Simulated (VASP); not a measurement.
# SnTe (Fm-3m) in VASP: settings compared, part 3 of 3

VASP 6.6.1. Earlier steps stand in the parts before.

**6. Electric field gradients, PBE (volume scaled by 0.975)**

Contents of INCAR:

```
  PREC = Accurate
  ENCUT = 520
  EDIFF = 1E-8
  ISMEAR = -1
  SIGMA = 0.08
  LREAL = False
  LASPH = True
  NELM = 100
  ALGO = Normal
  ISIF = 2
  LWAVE = False
  LCHARG = False
  GGA = PE
  LEFG = True
  NBANDS = 17
```

Contents of KPOINTS:

```
regular mesh
0
Gamma
  11 11 11
```

Contents of POSCAR:

```
SnTe
1.0
    0.0000000000      3.1299735358      3.1299735358
    3.1299735358      0.0000000000      3.1299735358
    3.1299735358      3.1299735358      0.0000000000
Sn Te
1 1
Direct
    0.0000000000      0.0000000000      0.0000000000
    0.5000000000      0.5000000000      0.5000000000
```

Potentials or basis: VASP PAW PBE potentials, release 64 (Sn_d, Te).

Launch:

```console
> cat potpaw_PBE.64/Sn_d/POTCAR potpaw_PBE.64/Te/POTCAR > POTCAR
> mpirun -np 1 vasp_std > vasp.out
```

OUTCAR:

```text
PREC = Accurate
   ENCUT = 520
   EDIFF = 1E-8
   ISMEAR = -1
   LREAL = False
   LASPH = True
   NELM = 100
   ISIF = 2
   GGA = PE

 ion  position               nearest neighbor table
   1  0.000  0.000  0.000-   2 3.13   2 3.13   2 3.13   2 3.13   2 3.13   2 3.13
   2  0.500  0.500  0.500-   1 3.13   1 3.13   1 3.13   1 3.13   1 3.13   1 3.13

  LATTYP: Found a face centered cubic cell.
 ALAT       =     6.2599470716

  Lattice vectors:

 A1 = (   0.0000000000,   3.1299735358,   3.1299735358)
 A2 = (   3.1299735358,   0.0000000000,   3.1299735358)
 A3 = (   3.1299735358,   3.1299735358,   0.0000000000)

Analysis of symmetry for initial positions (statically):
=====================================================================
 Subroutine PRICEL returns:
 Original cell was already a primitive cell.

 Routine SETGRP: Setting up the symmetry group for a
 face centered cubic supercell.

 Subroutine GETGRP returns: Found 48 space group operations
 (whereof 48 operations were pure point group operations)
 out of a pool of 48 trial point group operations.

The static configuration has the point symmetry O_h .

Analysis of symmetry for dynamics (positions and initial velocities):
=====================================================================
 Subroutine PRICEL returns:
 Original cell was already a primitive cell.

 Routine SETGRP: Setting up the symmetry group for a
 face centered cubic supercell.

 Subroutine GETGRP returns: Found 48 space group operations
 (whereof 48 operations were pure point group operations)
 out of a pool of 48 trial point group operations.

The dynamic configuration has the point symmetry O_h .

 Subroutine INISYM returns: Found 48 space group operations
 (whereof 48 operations are pure point group operations),
 and found     1 'primitive' translations

----------------------------------------------------------------------------------------

                                     Primitive cell

  volume of cell :      61.3270

  direct lattice vectors                    reciprocal lattice vectors
     0.000000000  3.129973536  3.129973536    -0.159745760  0.159745760  0.159745760
     3.129973536  0.000000000  3.129973536     0.159745760 -0.159745760  0.159745760
     3.129973536  3.129973536  0.000000000     0.159745760  0.159745760 -0.159745760

  length of vectors
     4.426451024  4.426451024  4.426451024     0.276687772  0.276687772  0.276687772

  position of ions in fractional coordinates (direct lattice)
     0.000000000  0.000000000  0.000000000
     0.500000000  0.500000000  0.500000000

  ion indices of the primitive-cell ions
   primitive index   ion index
                 1           1
                 2           2

----------------------------------------------------------------------------------------

 KPOINTS: regular mesh

Automatic generation of k-mesh.
 Grid dimensions read from file:
 generate k-points for:   11   11   11

[... 64 lines left out ...]
   LREAL  =      F    real-space projection
   EDIFFG = 0.1E-06   stopping-criterion for IOM
   NSW    =      0    number of steps for IOM
   IBRION =     -1    ionic relax: 0-MD 1-quasi-New 2-CG
   NFREE  =      0    steps in history (QN), initial steepest desc. (CG)
   ISIF   =      2    stress and relaxation
   ISYM   =      2    0-nonsym 1-usesym 2-fastsym
   POTIM  = 0.5000    time-step for ionic-motion
   TEBEG  =    0.0;   TEEND  =   0.0 temperature during run
   PSTRESS=    0.0 pullay stress
   NELECT =      20.0000    total number of electrons
   NUPDOWN=      -1.0000    fix difference up-down
   EMIN   =  10.00;   EMAX   =-10.00  energy-range for DOS
   EFERMI =   0.00;   METHOD = LEGACY
   ISMEAR =    -1;   SIGMA  =   0.08  broadening in eV -4-tet -1-fermi 0-gaus
   EFERMI_NEDOS =   21; number of points for ismear=-14 and -15
   IALGO  =     38    algorithm
   IMIX   =      4    mixing-type and parameters
     AMIX     =   0.40;   BMIX     =  1.00
     AMIX_MAG =   1.60;   BMIX_MAG =  1.00
  volume/ion in A,a.u.               =      30.66       206.93
  Fermi-wavevector in a.u.,A,eV,Ry     =   1.126854  2.129445 17.276665  1.269799
  Thomas-Fermi vector in A             =   2.263537
   LORBIT       =      0    0 simple, 1 ext, 2 COOP (PROOUT), +10 PAW based schemes
   GGA     = PE    functional components
   LHFCALC =     F    Hartree Fock is set to
   AEXX    =    0.0000 exact exchange contribution
   IVDW    =     0    specifies the selected vdW correction
   LEPSILON=     F    determine dielectric tensor
   LRPA    =     F    only Hartree local field effects (RPA)
 non-spin polarized calculation
  energy-cutoff  :      520.00
  volume of cell :       61.33
 maximum number of plane-waves:      1673
 NGX is ok and might be reduce to    36
   NGX = 17   NGY = 17   NGZ = 17

 number of electron      19.9999997 magnetization

 Free energy of the ion-electron system (eV)
  ---------------------------------------------------
  ext. energy  EPLUGINS =         0.00000000
  ---------------------------------------------------
  free energy    TOTEN  =        -7.52193521 eV

  energy without entropy =       -7.52002057  energy(sigma->0) =       -7.52097789

 E-fermi :   7.2420     XC(G=0):  -9.5835

 val. band max:        7.0818392687   @ k =   0.4545   0.0000   0.0000
 cond. band min:       7.5212307850   @ k =   0.4545   0.0000   0.0000
 fundamental gap:      0.4393915164
 Fermi energy:         7.2419921498

 k-point     1 :       0.0000    0.0000    0.0000
  band No.  band energies     occupation
      1     -14.6997      2.00000
      2     -14.6997      2.00000
      3     -14.6928      2.00000
      4     -14.6928      2.00000
      5     -14.6928      2.00000
      6      -5.7435      2.00000
[... 457 lines left out ...]
      4     -14.6892      2.00000
      5     -14.6876      2.00000
      6      -5.0290      2.00000
[... 9 lines left out ...]
     16      15.1078      0.00000
     17      15.2550      0.00000

 [... further k-points ...]
[... 5 lines left out ...]
  --------------------------------------------------------------------------------------
  -------------------------------------------------------------------------------------
  Total        1.2729292      1.2729292      1.2729292      0.0000000      0.0000000     -0.0000000
  in kB       33.2554517     33.2554517     33.2554517      0.0000000      0.0000000     -0.0000000
  external PRESSURE =      33.2554517 kB  Pullay stress =       0.0000000 kB

 VOLUME and BASIS-vectors are now :
 -----------------------------------------------------------------------------
  energy-cutoff  :      520.00
  volume of cell :       61.33
      direct lattice vectors                 reciprocal lattice vectors
     0.000000000  3.129973536  3.129973536    -0.159745760  0.159745760  0.159745760
     3.129973536  0.000000000  3.129973536     0.159745760 -0.159745760  0.159745760
     3.129973536  3.129973536  0.000000000     0.159745760  0.159745760 -0.159745760

 POSITION                                       TOTAL-FORCE (eV/Angst)
 -----------------------------------------------------------------------------------
      0.00000      0.00000      0.00000         0.000000     -0.000000     -0.000000
      3.12997      3.12997      3.12997        -0.000000      0.000000      0.000000
 -----------------------------------------------------------------------------------
    total drift:                               -0.000000      0.000000      0.000000

  FREE ENERGIE OF THE ION-ELECTRON SYSTEM (eV)
  ---------------------------------------------------
  free  energy   TOTEN  =        -7.5219352070 eV

  energy  without entropy=       -7.5200205656  energy(sigma->0) =       -7.52097789

 Electric field gradients (V/A^2)
---------------------------------------------------------------------
 ion       V_xx      V_yy      V_zz      V_xy      V_xz      V_yz
---------------------------------------------------------------------
   1      -0.000     0.000    -0.000    -0.002    -0.002    -0.002
   2      -0.000    -0.000    -0.000     0.000     0.000     0.000
---------------------------------------------------------------------

 Electric field gradients after diagonalization (V/A^2)
 (convention: |V_zz| > |V_xx| > |V_yy|)
----------------------------------------------------------------------
 ion       V_xx      V_yy      V_zz     asymmetry (V_yy - V_xx)/ V_zz
----------------------------------------------------------------------
   1       0.002     0.002    -0.004       0.000
   2      -0.000    -0.000     0.000       0.000
----------------------------------------------------------------------

           NMR quadrupolar parameters

 Cq : quadrupolar parameter    Cq=e*Q*V_zz/h
 eta: asymmetry parameters     (V_yy - V_xx)/ V_zz
 Q  : nuclear electric quadrupole moment in mb (millibarn)
----------------------------------------------------------------------
 ion       Cq(MHz)       eta       Q (mb)
----------------------------------------------------------------------
   1      -0.000       0.000       1.000
   2       0.000       0.000       1.000
----------------------------------------------------------------------
```

stdout:

```text
POSCAR found type information on POSCAR SnTe
 POSCAR found :  2 types and       2 ions
 scaLAPACK will be used
 LDA part: xc-table for (Slater+PW92), standard interpolation
 POSCAR, INCAR and KPOINTS ok, starting setup
 FFT: planning ... GRIDC
 FFT: planning ... GRID_SOFT
 FFT: planning ... GRID
 WAVECAR not read
 entering main loop
ion   1

ion   2
```

Run time: 34 s. Hardware: 1 thread of Intel Xeon 6975P-C (Granite Rapids), shared host; peak memory 0.23 GiB.

Results:

```
Free energy : -7.5219 eV
Pressure    : 3.3 GPa
```

Levels at points of the mesh, in eV from the Fermi level:
```tsv
k point	band 6	band 7	band 8	band 9	band 10	band 11	band 12	band 13	band 14	band 15
(0.00, 0.00, 0.00)	-12.99	-4.63	-2.23	-2.23	-2.23	3.36	3.36	3.36	4.68	4.68
```

Caveat: this odd mesh misses L, where the gap lies, so gap, dielectric constants and Born charges aren't listed; without QUAD_EFG the Cq values of the log hold for a quadrupole moment of 1 mb, not for the nuclei; spin-orbit coupling is left out, which moves the levels of the heavy elements.

**7. Summary**

```tsv
level	potentials or basis	cell	pressure (GPa)
PBEsol	VASP PAW PBE potentials, release 64 (Sn_d, Te)	a = 4.464 Å, angles 60.0°, 2 atoms	-0.5
LDA	VASP PAW LDA potentials, release 64 (Sn_d, Te)	a = 4.523 Å, angles 60.0°, 2 atoms	-3.2
PBE	VASP PAW PBE potentials, release 64 (Sn_d, Te)	a = 4.404 Å, angles 60.0°, 2 atoms	4.2
PBE	VASP PAW PBE potentials, release 64 (Sn_d, Te)	a = 4.426 Å, angles 60.0°, 2 atoms	3.3
```

Alike in all rows: task electric field gradients; no spin polarisation; k mesh 11 × 11 × 11; cutoff (eV) 520; smearing fermi-dirac 0.08 eV.

Caveats: spin-orbit coupling is left out, which moves the levels of the heavy elements; the PAW data sets were made with another functional, which shifts forces and pressure a little (some runs).

Absolute energies hang on the potentials; compare differences alone.
